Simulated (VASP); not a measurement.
# SiO2 (P4_2/mnm) in VASP: a series of runs

SiO2 is run at these levels: PBE; tasks: single point.

All numbers are computed with VASP 6.6.1; they aren't measurements. Logs are shortened: lines on timing, memory, paths and dates and some standing lists are left out, and cuts for length are marked.

## Step 1: The cell of the first run

It takes space group P4_2/mnm (No. 136, tetragonal). The conventional cell has a = 4.101 Å, b = 4.101 Å, c = 2.698 Å, α = 90.00°, β = 90.00°, γ = 90.00°. Si (site symmetry mmm) has 6 O at 1.76 to 1.77 Å within 2.3 Å. Within 2.3 Å of O (site symmetry m2m) lie 3 Si at 1.76 to 1.77 Å and 1 O at 2.27 Å.

## Step 2: Single point, PBE (epitaxial xy strain -2.0%)

INCAR reads:

```
ALGO = Normal
EDIFF = 1E-6
ENCUT = 520
GGA = PE
ISIF = 2
ISMEAR = -1
LASPH = T
LCHARG = F
LREAL = F
LWAVE = F
NBANDS = 25
NELM = 60
PREC = Accurate
SIGMA = 0.02
```

KPOINTS reads:

```
k-points
0
Gamma
  6 6 10
```

POSCAR reads:

```
SiO2
1.0
    4.1014850227      0.0000000000      0.0000000000
    0.0000000000      4.1014850227      0.0000000000
    0.0000000000      0.0000000000      2.6980205547
Si O
2 4
Direct
    0.0000000000      0.0000000000      0.0000000000
    0.5000000000      0.5000000000      0.5000000000
    0.3043210743      0.3043210743      0.0000000000
    0.1956789257      0.8043210743      0.5000000000
    0.8043210743      0.1956789257      0.5000000000
    0.6956789257      0.6956789257      0.0000000000
```

Potentials or basis: VASP PAW PBE potentials, release 64 (Si, O).

Started as:

```bash
cat potpaw_PBE.64/Si/POTCAR potpaw_PBE.64/O/POTCAR > POTCAR
mpirun -np 1 vasp_std > vasp.out
```

OUTCAR:

```text
EDIFF = 1E-6
   ENCUT = 520
   GGA = PE
   ISIF = 2
   ISMEAR = -1
   LASPH = T
   LREAL = F
   NELM = 60
   PREC = Accurate

 ion  position               nearest neighbor table
   1  0.000  0.000  0.000-   4 1.76   5 1.76   4 1.76   5 1.76   3 1.77   6 1.77
   2  0.500  0.500  0.500-   3 1.76   6 1.76   3 1.76   6 1.76   5 1.77   4 1.77
   3  0.304  0.304  0.000-   2 1.76   2 1.76   1 1.77
   4  0.196  0.804  0.500-   1 1.76   1 1.76   2 1.77
   5  0.804  0.196  0.500-   1 1.76   1 1.76   2 1.77
   6  0.696  0.696  0.000-   2 1.76   2 1.76   1 1.77

  LATTYP: Found a simple tetragonal cell.
 ALAT       =     4.1014850227
 C/A-ratio  =     0.6578155326

  Lattice vectors:

 A1 = (   4.1014850227,   0.0000000000,   0.0000000000)
 A2 = (   0.0000000000,   4.1014850227,   0.0000000000)
 A3 = (   0.0000000000,   0.0000000000,   2.6980205547)

Analysis of symmetry for initial positions (statically):
=====================================================================
 Subroutine PRICEL returns:
 Original cell was already a primitive cell.

 Routine SETGRP: Setting up the symmetry group for a
 simple tetragonal supercell.

 Subroutine GETGRP returns: Found 16 space group operations
 (whereof  8 operations were pure point group operations)
 out of a pool of 16 trial point group operations.

The static configuration has the point symmetry D_2h.
 The point group associated with its full space group is D_4h.

Analysis of symmetry for dynamics (positions and initial velocities):
=====================================================================
 Subroutine PRICEL returns:
 Original cell was already a primitive cell.

 Routine SETGRP: Setting up the symmetry group for a
 simple tetragonal supercell.

 Subroutine GETGRP returns: Found 16 space group operations
 (whereof  8 operations were pure point group operations)
 out of a pool of 16 trial point group operations.

The dynamic configuration has the point symmetry D_2h.
 The point group associated with its full space group is D_4h.

 Subroutine INISYM returns: Found 16 space group operations
 (whereof  8 operations are pure point group operations),
 and found     1 'primitive' translations

----------------------------------------------------------------------------------------

                                     Primitive cell

  volume of cell :      45.3866

  direct lattice vectors                    reciprocal lattice vectors
     4.101485023  0.000000000  0.000000000     0.243814129  0.000000000  0.000000000
     0.000000000  4.101485023  0.000000000     0.000000000  0.243814129  0.000000000
     0.000000000  0.000000000  2.698020555     0.000000000  0.000000000  0.370642098

  length of vectors
     4.101485023  4.101485023  2.698020555     0.243814129  0.243814129  0.370642098

  position of ions in fractional coordinates (direct lattice)
     0.000000000  0.000000000  0.000000000
     0.500000000  0.500000000  0.500000000
     0.304321074  0.304321074  0.000000000
     0.195678926  0.804321074  0.500000000
     0.804321074  0.195678926  0.500000000
     0.695678926  0.695678926  0.000000000

  ion indices of the primitive-cell ions
   primitive index   ion index
                 1           1
                 2           2
                 3           3
                 4           4
                 5           5
                 6           6

----------------------------------------------------------------------------------------

 KPOINTS: k-points

Automatic generation of k-mesh.
 Grid dimensions read from file:
 generate k-points for:    6    6   10

 Generating k-lattice:

  Cartesian coordinates                     Fractional coordinates (reciprocal lattice)
     0.040635688  0.000000000  0.000000000     0.166666667  0.000000000  0.000000000
     0.000000000  0.040635688  0.000000000     0.000000000  0.166666667  0.000000000
     0.000000000  0.000000000  0.037064210     0.000000000  0.000000000  0.100000000

  Length of vectors
     0.040635688  0.040635688  0.037064210

  Shift w.r.t. Gamma in fractional coordinates (k-lattice)
     0.000000000  0.000000000  0.000000000

 Subroutine IBZKPT returns following result:
 ===========================================

 Found     60 irreducible k-points:

 Following reciprocal coordinates:
            Coordinates               Weight
  0.000000  0.000000  0.000000      1.000000
  0.166667  0.000000  0.000000      4.000000
  0.333333  0.000000  0.000000      4.000000
  0.500000  0.000000  0.000000      2.000000
  0.166667  0.166667  0.000000      4.000000
  0.333333  0.166667  0.000000      8.000000
[... 16 lines left out ...]
  0.333333  0.000000  0.200000      8.000000
  0.500000  0.000000  0.200000      4.000000
 [... further k-points ...]
   k-points           NKPTS =     60   k-points in BZ     NKDIM =     60   number of bands    NBANDS=     25
   number of dos      NEDOS =    301   number of ions     NIONS =      6
   total plane-waves  NPLWV =  20480
   dimension x,y,z NGX =    32 NGY =   32 NGZ =   20
   dimension x,y,z NGXF=    64 NGYF=   64 NGZF=   40
   ions per type =               2   4
   NGX,Y,Z   is equivalent  to a cutoff of  12.97, 12.97, 12.32 a.u.
   NGXF,Y,Z  is equivalent  to a cutoff of  25.94, 25.94, 24.65 a.u.
 SYSTEM =  unknown system
   PREC   = accura    normal or accurate (medium, high low for compatibility)
   ISTART =      0    job   : 0-new  1-cont  2-samecut
   ICHARG =      2    charge: 1-file 2-atom 10-const
   ISPIN  =      1    spin polarized calculation?
   LNONCOLLINEAR =      F non collinear calculations
   LSORBIT =      F    spin-orbit coupling
   LASPH  =      T    aspherical Exc in radial PAW
   ENCUT  =  520.0 eV  38.22 Ry    6.18 a.u.   7.63  7.63  5.02*2*pi/ulx,y,z
   NELM   =     60;   NELMIN=  2; NELMDL= -5     # of ELM steps
   EDIFF  = 0.1E-05   stopping-criterion for ELM
   LREAL  =      F    real-space projection
   EDIFFG = 0.1E-04   stopping-criterion for IOM
   NSW    =      0    number of steps for IOM
   IBRION =     -1    ionic relax: 0-MD 1-quasi-New 2-CG
   NFREE  =      0    steps in history (QN), initial steepest desc. (CG)
   ISIF   =      2    stress and relaxation
   ISYM   =      2    0-nonsym 1-usesym 2-fastsym
   POTIM  = 0.5000    time-step for ionic-motion
   TEBEG  =    0.0;   TEEND  =   0.0 temperature during run
   PSTRESS=    0.0 pullay stress
   NELECT =      32.0000    total number of electrons
   NUPDOWN=      -1.0000    fix difference up-down
   EMIN   =  10.00;   EMAX   =-10.00  energy-range for DOS
   EFERMI =   0.00;   METHOD = LEGACY
   ISMEAR =    -1;   SIGMA  =   0.02  broadening in eV -4-tet -1-fermi 0-gaus
   EFERMI_NEDOS =   21; number of points for ismear=-14 and -15
   IALGO  =     38    algorithm
   IMIX   =      4    mixing-type and parameters
     AMIX     =   0.40;   BMIX     =  1.00
     AMIX_MAG =   1.60;   BMIX_MAG =  1.00
  volume/ion in A,a.u.               =       7.56        51.05
  Fermi-wavevector in a.u.,A,eV,Ry     =   1.457076  2.753475 28.886143  2.123072
  Thomas-Fermi vector in A             =   2.573920
   LORBIT       =      0    0 simple, 1 ext, 2 COOP (PROOUT), +10 PAW based schemes
   GGA     = PE    functional components
   LHFCALC =     F    Hartree Fock is set to
   AEXX    =    0.0000 exact exchange contribution
   IVDW    =     0    specifies the selected vdW correction
   LEPSILON=     F    determine dielectric tensor
   LRPA    =     F    only Hartree local field effects (RPA)
 non-spin polarized calculation
  energy-cutoff  :      520.00
  volume of cell :       45.39
 maximum number of plane-waves:      1242
 NGX is ok and might be reduce to    32
   NGX = 15   NGY = 15   NGZ = 11

 number of electron      31.9999961 magnetization

 Free energy of the ion-electron system (eV)
  ---------------------------------------------------
  ext. energy  EPLUGINS =         0.00000000
  ---------------------------------------------------
  free energy    TOTEN  =       -46.12894506 eV

  energy without entropy =      -46.12894506  energy(sigma->0) =      -46.12894506

 E-fermi :   9.1041     XC(G=0): -12.4216

 val. band max:        8.6539852103   @ k =   0.0000   0.0000   0.0000
 cond. band min:      14.5533436520   @ k =   0.0000   0.0000   0.0000
 fundamental gap:      5.8993584417
 Fermi energy:         9.1041302013

 k-point     1 :       0.0000    0.0000    0.0000
  band No.  band energies     occupation
      1     -14.1745      2.00000
      2     -10.3754      2.00000
      3     -10.3754      2.00000
      4      -9.9735      2.00000
      5      -2.4960      2.00000
      6       2.1576      2.00000
[... 17 lines left out ...]
     24      23.7145      0.00000
     25      24.9236      0.00000

 k-point     2 :       0.1667    0.0000    0.0000
  band No.  band energies     occupation
      1     -14.0203      2.00000
      2     -11.0207      2.00000
      3     -10.2955      2.00000
      4      -9.6699      2.00000
      5      -2.2720      2.00000
      6       1.4211      2.00000
[... 17 lines left out ...]
     24      23.0314      0.00000
     25      24.6534      0.00000

 k-point     3 :       0.3333    0.0000    0.0000
  band No.  band energies     occupation
      1     -13.5687      2.00000
      2     -11.9628      2.00000
      3     -10.0797      2.00000
      4      -9.6081      2.00000
      5      -1.6723      2.00000
      6       0.2623      2.00000
[... 552 lines left out ...]
 k-point    23 :       0.3333    0.0000    0.2000
  band No.  band energies     occupation
      1     -13.0846      2.00000
      2     -11.6009      2.00000
      3      -9.9183      2.00000
      4      -9.6161      2.00000
      5      -1.3296      2.00000
      6       0.5758      2.00000
[... 17 lines left out ...]
     24      21.5375      0.00000
     25      23.0143      0.00000

 k-point    24 :       0.5000    0.0000    0.2000
  band No.  band energies     occupation
      1     -12.4205      2.00000
      2     -12.4205      2.00000
      3      -9.7304      2.00000
      4      -9.7304      2.00000
      5      -0.4124      2.00000
      6      -0.4124      2.00000
[... 17 lines left out ...]
     24      21.2022      0.00000
     25      22.9563      0.00000

 [... further k-points ...]

------------------------ aborting loop because EDIFF is reached ----------------------------------------

  FORCE on cell =-STRESS in cart. coord.  units (eV):
  Direction    XX          YY          ZZ          XY          YZ          ZX
  --------------------------------------------------------------------------------------
  -------------------------------------------------------------------------------------
  Total        6.1471515      6.1471515      3.2215214      0.0000000      0.0000000      0.0000000
  in kB      216.9986271    216.9986271    113.7218965      0.0000000      0.0000000      0.0000000
  external PRESSURE =     182.5730502 kB  Pullay stress =       0.0000000 kB

 VOLUME and BASIS-vectors are now :
 -----------------------------------------------------------------------------
  energy-cutoff  :      520.00
  volume of cell :       45.39
      direct lattice vectors                 reciprocal lattice vectors
     4.101485023  0.000000000  0.000000000     0.243814129  0.000000000  0.000000000
     0.000000000  4.101485023  0.000000000     0.000000000  0.243814129  0.000000000
     0.000000000  0.000000000  2.698020555     0.000000000  0.000000000  0.370642098

 POSITION                                       TOTAL-FORCE (eV/Angst)
 -----------------------------------------------------------------------------------
      0.00000      0.00000      0.00000        -0.000000      0.000000      0.000000
      2.05074      2.05074      1.34901        -0.000000      0.000000      0.000000
      1.24817      1.24817      0.00000        -0.039255     -0.039255      0.000000
      0.80257      3.29891      1.34901         0.039255     -0.039255      0.000000
      3.29891      0.80257      1.34901        -0.039255      0.039255     -0.000000
      2.85332      2.85332      0.00000         0.039255      0.039255     -0.000000
 -----------------------------------------------------------------------------------
    total drift:                                0.000000      0.000000      0.000000

  FREE ENERGIE OF THE ION-ELECTRON SYSTEM (eV)
  ---------------------------------------------------
  free  energy   TOTEN  =       -46.1289450646 eV

  energy  without entropy=      -46.1289450646  energy(sigma->0) =      -46.12894506
```

Wall time 20 s (1 thread of Intel Xeon Platinum 8559C (Emerald Rapids), shared host); peak memory 0.17 GiB.

What came out:

| Property | Result |
| --- | --- |
| Free energy | -46.1289 eV |
| Pressure | 18.3 GPa |
| Largest force | 0.056 eV/Å |
| Band gap on the k mesh | 5.90 eV, direct |

Forces on the atoms (eV/Å):
```
Si   0.000  0.000  0.000
Si   0.000  0.000  0.000
O   -0.039 -0.039  0.000
O    0.039 -0.039  0.000
O   -0.039  0.039  0.000
O    0.039  0.039  0.000
```

Caveat: the cell differs from its parent crystal (epitaxial xy strain -2.0%). A k mesh can miss the band edges.

## Step 3: Single point, PBE (epitaxial xy strain -1.0%)

INCAR reads:

```
SYSTEM = SiO2
ALGO = Normal ; EDIFF = 1E-6
ENCUT = 520 ; GGA = PE
ISIF = 2 ; ISMEAR = -1
LASPH = .TRUE. ; LCHARG = .FALSE.
LREAL = .FALSE. ; LWAVE = .FALSE.
NBANDS = 25 ; NELM = 80
PREC = Accurate ; SIGMA = 0.02
```

KPOINTS reads:

```
k-points
0
G
  6 6 10
  0 0 0
```

POSCAR reads:

```
SiO2
1.0
    4.1433369106      0.0000000000      0.0000000000
    0.0000000000      4.1433369106      0.0000000000
    0.0000000000      0.0000000000      2.6829309357
Si O
2 4
Direct
    0.0000000000      0.0000000000      0.0000000000
    0.5000000000      0.5000000000      0.5000000000
    0.3051305505      0.3051305505      0.0000000000
    0.1948694495      0.8051305505      0.5000000000
    0.8051305505      0.1948694495      0.5000000000
    0.6948694495      0.6948694495      0.0000000000
```

Potentials or basis: VASP PAW PBE potentials, release 64 (Si, O).

Started as:

```bash
cat potpaw_PBE.64/Si/POTCAR potpaw_PBE.64/O/POTCAR > POTCAR
mpirun -np 1 vasp_std > vasp.out
```

It took 22 s on 1 thread of Intel Xeon Platinum 8559C (Emerald Rapids), shared host; peak memory 0.18 GiB.

It converged, with:

```yaml
Free_energy: -46.2172 eV
Pressure: 13.8 GPa
Largest_force: 0.079 eV/Å
Band_gap_on_the_k_mesh: 5.72 eV, direct
```

Forces in eV/Å, atoms in the order of the input:
```
Si   0.000  0.000  0.000
Si   0.000  0.000  0.000
O   -0.056 -0.056  0.000
O    0.056 -0.056  0.000
O   -0.056  0.056  0.000
O    0.056  0.056  0.000
```

Stress tensor (GPa, compression positive):
```
15.06  0.00  0.00
 0.00 15.06  0.00
 0.00  0.00 11.20
```

Levels at points of the mesh, in eV from the valence-band top:
```csv
k point,band 12,band 13,band 14,band 15,band 16,band 17,band 18,band 19,band 20,band 21
"(0.00, 0.00, 0.00)",-3.24,-2.55,-0.88,-0.88,0.00,5.72,6.55,8.37,8.37,11.14
"(0.50, 0.00, 0.00)",-3.95,-2.75,-2.75,-1.06,-1.06,7.76,7.76,8.98,8.98,11.29
"(0.50, 0.50, 0.00)",-3.38,-2.78,-2.78,-2.28,-2.28,7.45,7.45,10.02,10.02,13.53
"(0.00, 0.00, 0.50)",-4.69,-3.19,-3.19,-2.71,-2.71,9.25,9.25,12.72,12.72,13.12
"(0.50, 0.00, 0.50)",-4.06,-2.28,-2.28,-1.78,-1.78,8.90,8.90,10.11,10.11,12.34
"(0.50, 0.50, 0.50)",-4.50,-1.73,-1.73,-1.58,-1.58,7.29,7.29,11.20,11.20,11.72
```

Caveat: the cell differs from its parent crystal (epitaxial xy strain -1.0%). A k mesh can miss the band edges.
